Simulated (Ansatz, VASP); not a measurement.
**Two plane-wave programs on Ru**

```
CELL_PARAMETERS angstrom
2.70783 0.00000 0.00000
-1.35391 2.34505 0.00000
0.00000 0.00000 4.26810
ATOMIC_POSITIONS crystal
Ru 0.33333 0.66667 0.25000
Ru 0.66667 0.33333 0.75000
```

Alike in both runs: task single point; functional LDA; k mesh 6 × 6 × 4; occupations gaussian, width 0.1 eV; no spin polarisation.

|  | VASP | Ansatz |
| --- | --- | --- |
| version | VASP 6.6.1 | Ansatz 0.2.0 |
| potentials or method | VASP PAW LDA potentials, release 64 (Ru_pv), cutoff 500 eV | scalar-relativistic, plane waves, PAW |
| valence electrons in the cell | 28 | 32 |

|  | VASP | Ansatz | Ansatz less VASP |
| --- | --- | --- | --- |
| gap on the k mesh at the Fermi level (eV) | none | none | - |
| pressure (GPa) | -10.1 | -10.9 | -0.88 |
| traceless stress, the component that is largest in VASP (GPa) | -3.46 | -3.54 | -0.077 |

LDA's correlation is that of Perdew and Zunger in VASP and of Perdew and Wang (1992) in Ansatz. A gap of «none» marks a metal or a gap that the smearing closes. VASP's potentials hold 28 valence electrons a cell and Ansatz's 32, so a difference there can come from the potentials and not from the codes.

The k mesh is coarse, so the values compare programs but aren't converged.
